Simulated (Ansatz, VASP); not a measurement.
One calculation of Be2Cd, two programs

INCAR

```
SYSTEM = Be2Cd
ALGO     = Fast           ! electronic algorithm
EDIFF    = 1E-6           ! SCF threshold, eV
EDIFFG   = -0.01          ! ionic threshold
ENCUT    = 600            ! plane-wave cutoff, eV
GGA      = PE             ! functional
IBRION   = 2              ! ionic algorithm
ISIF     = 3              ! what is computed and relaxed
ISMEAR   = 0              ! smearing method
LASPH    = .True.         ! aspherical terms in the spheres
LCHARG   = .False.        ! write CHGCAR
LREAL    = .False.        ! projectors in reciprocal space
LWAVE    = .False.        ! write WAVECAR
NELM     = 80             ! most SCF steps
NSW      = 100            ! ionic steps
PREC     = Accurate       ! precision mode
SIGMA    = 0.1            ! smearing width, eV
```

The input KPOINTS:

```
k-points
0
Gamma
  12 12 16
  0 0 0
```

Contents of POSCAR:

```
Be2Cd
1.0
    3.9741955423      0.0000000000      0.0000000000
   -1.9870977712      3.4417542992      0.0000000000
    0.0000000000      0.0000000000      2.8961987735
Be Cd
2 1
Direct
    0.3333333333      0.6666666667      0.5000000000
    0.6666666667      0.3333333333      0.5000000000
    0.0000000000      0.0000000000      0.0000000000
```

Input for Ansatz:

```yaml
crystal:
  lattice:
    - [3.9741955423, 0.0, 0.0]
    - [-1.9870977712, 3.4417542992, 0.0]
    - [0.0, 0.0, 2.8961987735]
  atoms:
    - { symbol: Be, position: [0.3333333333, 0.6666666667, 0.5] }
    - { symbol: Be, position: [0.6666666667, 0.3333333333, 0.5] }
    - { symbol: Cd, position: [0.0, 0.0, 0.0] }
basis:
  ecutwfc: 420
kpoints:
  mp_grid: { grid: [12, 12, 16] }
hamiltonian:
  xc: pbe
scf:
  occupations: { method: gaussian, width: 0.1 }
output:
  forces: true
  stress: true
  eigenvalues: true
relax:
  adjacent_minimum: "off"
  f_tol: 0.01
  max_steps: 80
  cell: { stress_tol: 0.05 }
```

Alike in both runs: task relaxation of cell and atoms; functional PBE; k mesh 12 × 12 × 16; occupations gaussian, width 0.1 eV; no spin polarisation.

|  | VASP | Ansatz |
| --- | --- | --- |
| version | VASP 6.6.1 | Ansatz 0.2.0 |
| potentials or method | VASP PAW PBE potentials, release 64 (Be, Cd), cutoff 600 eV | scalar-relativistic, plane waves, PAW |
| valence electrons in the cell | 16 | 24 |

Ansatz gave:

```
gap on the k mesh at the Fermi level, each at its own relaxed structure (eV) : none
relaxed volume (Å³/atom)                                                     : 13.24
relaxed length of the cell vector where the two differ most in proportion (Å)              : 2.881
```

Estimate VASP's values.

gap on the k mesh at the Fermi level, each at its own relaxed structure (eV): none; relaxed volume (Å³/atom): 13.28; relaxed length of the cell vector where the two differ most in proportion (Å): 2.888.

A gap of «none» marks a metal or a gap that the smearing closes. VASP's potentials hold 16 valence electrons a cell and Ansatz's 24, so a difference there can come from the potentials and not from the codes.
